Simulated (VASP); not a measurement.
## NbAs: single point with PBEsol

The system is NbAs.

```
Nb As
1.0
    -1.71965    1.71965    5.79654
     1.71965   -1.71965    5.79654
     1.71965    1.71965   -5.79654
Nb As
2 2
Direct
  0.74874 0.74874 0.00000
  0.49874 0.99874 0.50000
  0.16726 0.16726 0.00000
  0.91726 0.41726 0.50000
```

| Item | Value |
| --- | --- |
| Program | VASP 6.6.1 |
| Task | single point |
| Functional | PBEsol |
| Potentials or basis | VASP PAW PBE potentials, release 64 (Nb_sv, As) |
| Cutoff | 520 eV |
| k mesh | 18 × 18 × 18 |
| Occupations | gaussian, width 0.1 eV |
| Spin | no spin polarisation |

```yaml
Pressure: 0.2 GPa
Band_gap_on_the_k_mesh: zero (bands 18 and 19 overlap by 0.04 eV)
```

Stress tensor (GPa, compression positive):
```
0.19 0.00 0.00
0.00 0.19 0.00
0.00 0.00 0.10
```

Levels at points of the mesh, in eV from the Fermi level:
| k point | band 16 | band 17 | band 18 | band 19 | band 20 | band 21 |
| --- | --- | --- | --- | --- | --- | --- |
| (0.00, 0.00, 0.00) | -1.72 | -1.39 | -1.39 | 0.70 | 1.29 | 2.51 |
| (0.50, 0.00, 0.00) | -1.81 | -1.42 | -0.05 | 0.05 | 1.22 | 2.17 |
| (0.50, 0.50, 0.00) | -2.81 | -0.63 | -0.63 | 2.46 | 2.46 | 2.74 |
| (0.50, 0.50, 0.50) | -2.59 | -0.53 | -0.53 | 0.98 | 0.98 | 2.00 |

It took 16 min on 1 thread of Intel(R) Xeon(R) 6975P-C (Granite Rapids), on a shared host, peak memory 0.89 GiB.

Caveat: the PAW data sets were made with another functional, which shifts forces and pressure a little.
